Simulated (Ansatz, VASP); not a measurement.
**SiO2 in VASP and in Ansatz**

```
Si O
1.0
    -2.47196    2.47196    3.65784
     2.47196   -2.47196    3.65784
     2.47196    2.47196   -3.65784
Si O
2 4
Direct
  0.00000 0.00000 0.00000
  0.75000 0.25000 0.50000
  0.97336 0.62500 0.84836
  0.37500 0.22336 0.34836
  0.77664 0.12500 0.15164
  0.87500 0.02664 0.65164
```

Alike in both runs: task single point; functional PBE; k mesh 8 × 8 × 8; no spin polarisation.

```csv
,VASP,Ansatz
version,VASP 6.6.1,Ansatz 0.2.0
potentials or method,"VASP PAW PBE potentials, release 64 (Si, O)","plane waves, PAW"
plane-wave cutoff (eV),520,420
occupations,"gaussian, width 0.01 eV",fixed
valence electrons in the cell,32,32
```

|  | VASP | Ansatz | Ansatz less VASP |
| --- | --- | --- | --- |
| gap on the k mesh at the Fermi level (eV) | 5.94 | 5.94 | 0.000 |
| pressure (GPa) | 4.6 | 4.5 | -0.13 |
| traceless stress, the component that is largest in VASP (GPa) | -0.10 | -0.13 | -0.032 |
| rms of the force components (eV/Å) | 0.126 | 0.127 | +0.0009 |

Atom by atom the forces differ by 0.001 eV/Å (rms over components).
